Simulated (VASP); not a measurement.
Input of a VASP 6.6.1 run:

File POSCAR:

```
ZnSe
1.0
    0.0000000000      2.8324206805      2.8324206805
    2.8324206805      0.0000000000      2.8324206805
    2.8324206805      2.8324206805      0.0000000000
Zn Se
1 1
Direct
    0.0000000000      0.0000000000      0.0000000000
    0.2500000000      0.2500000000      0.2500000000
```

File INCAR.step1:

```
PREC = Accurate ; ENCUT = 520
ISMEAR = 0 ; SIGMA = 0.01
LREAL = F ; LASPH = T
NELM = 80 ; NBANDS = 16
GGA = PE ; ALGO = Normal
EDIFF = 1E-4 ; LWAVE = T
LCHARG = F
```

File INCAR.step2:

```
PREC = Accurate ; ENCUT = 520
EDIFF = 1E-6 ; ISMEAR = 0
SIGMA = 0.01 ; LREAL = F
LASPH = T ; NELM = 80
ALGO = Normal ; ISIF = 2
LWAVE = F ; LCHARG = T
METAGGA = R2SCAN ; LMIXTAU = T
LELF = T ; LVHAR = T
NBANDS = 16 ; ISTART = 1
```

KPOINTS

```
regular mesh
0
Gamma
  6 6 6
```

Potentials or basis: VASP PAW PBE potentials, release 64 (Zn, Se).

The run is started by

```bash
$ cat potpaw_PBE.64/Zn/POTCAR potpaw_PBE.64/Se/POTCAR > POTCAR
$ cp INCAR.step1 INCAR
$ mpirun -np 1 vasp_std > vasp.out
$ cp INCAR.step2 INCAR
$ mpirun -np 1 vasp_std > vasp.out
```

Task: Predict the pressure.

Result: 0.1 GPa.

Task: Estimate the band gap on the k mesh.

Result: 1.87 eV, direct.

Caveat: the PAW data sets were made with another functional, which shifts forces and pressure a little. r2SCAN opens gaps a little over a GGA but as a rule still falls short of measured ones.
